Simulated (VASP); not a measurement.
Set up this calculation in VASP 6.6.1, as the native input.

| Quantity | Value |
| --- | --- |
| Task | single point |
| Functional | r2SCAN |
| Potentials or basis | VASP PAW PBE potentials, release 64 (H, Al) |
| Cutoff | 520 eV |
| k mesh | 4 × 6 × 3 |
| Occupations | methfessel-paxton, width 0.0293 eV |
| Spin | no spin polarisation |
| Dipole correction | no |
| Further INCAR settings | ALGO = Normal; EDIFF = 1e-07; NBANDS = 22 |

AlH2:

```
H Al
1.0
     5.51481    0.00000    0.00000
     0.00000    3.38424    0.00000
     0.00000    0.00000    6.38036
H Al
8 4
Cartesian
  -0.8252 0.8461 0.1825
  3.5826 2.5382 3.3726
  1.9322 0.8461 3.0077
  6.3400 2.5382 6.1979
  2.7185 0.8461 5.2125
  5.5537 2.5382 2.0224
  -0.0389 0.8461 4.3580
  2.7963 2.5382 1.1678
  1.0003 0.8461 5.6967
  1.7571 2.5382 2.5065
  3.7577 0.8461 3.8739
  4.5145 2.5382 0.6837
```

One way to write it, as run:

POSCAR

```
AlH2
1.0
    5.5148150000      0.0000000000      0.0000000000
    0.0000000000      3.3842390000      0.0000000000
    0.0000000000      0.0000000000      6.3803620000
H Al
8 4
Direct
   -0.1496299177      0.2500000000      0.0285979476
    0.6496299177      0.7500000000      0.5285979476
    0.3503700823      0.2500000000      0.4714020524
    1.1496299177      0.7500000000      0.9714020524
    0.4929409812      0.2500000000      0.8169674320
    1.0070590188      0.7500000000      0.3169674320
   -0.0070590188      0.2500000000      0.6830325680
    0.5070590188      0.7500000000      0.1830325680
    0.1813865209      0.2500000000      0.8928430939
    0.3186134791      0.7500000000      0.3928430939
    0.6813865209      0.2500000000      0.6071569061
    0.8186134791      0.7500000000      0.1071569061
```

INCAR.step1

```
  ALGO = Normal
  EDIFF = 1E-4
  ENCUT = 520
  GGA = PE
  ISMEAR = 1
  LASPH = T
  LCHARG = F
  LREAL = F
  LWAVE = T
  NBANDS = 22
  NELM = 100
  PREC = Accurate
  SIGMA = 0.0293
```

INCAR.step2

```
  ALGO = Normal
  EDIFF = 1E-7
  ENCUT = 520
  ISIF = 2
  ISMEAR = 1
  ISTART = 1
  LASPH = T
  LCHARG = F
  LMIXTAU = T
  LREAL = F
  LWAVE = F
  METAGGA = R2SCAN
  NBANDS = 22
  NELM = 100
  PREC = Accurate
  SIGMA = 0.0293
```

KPOINTS

```
k-points
0
Gamma
  4 6 3
```

Potentials or basis: VASP PAW PBE potentials, release 64 (H, Al).

Command:

```bash
$ cat potpaw_PBE.64/H/POTCAR potpaw_PBE.64/Al/POTCAR > POTCAR
$ cp INCAR.step1 INCAR
$ mpirun -np 1 vasp_std > vasp.out
$ cp INCAR.step2 INCAR
$ mpirun -np 1 vasp_std > vasp.out
```

It gave:

```json
{"Pressure": "1.6 GPa", "Largest force": "0.005 eV/Å", "Band gap on the k mesh": "zero (band 10 reaches 6.27 eV, above the bottom of band 11 at 3.39 eV)"}
```

Caveat: the PAW data sets were made with another functional, which shifts forces and pressure a little.

Run time: 4.4 min on 1 thread of Intel(R) Xeon(R) Platinum 8259CL CPU @ 2.50GHz (Skylake/Cascade Lake) (shared host), peak memory 0.25 GiB.
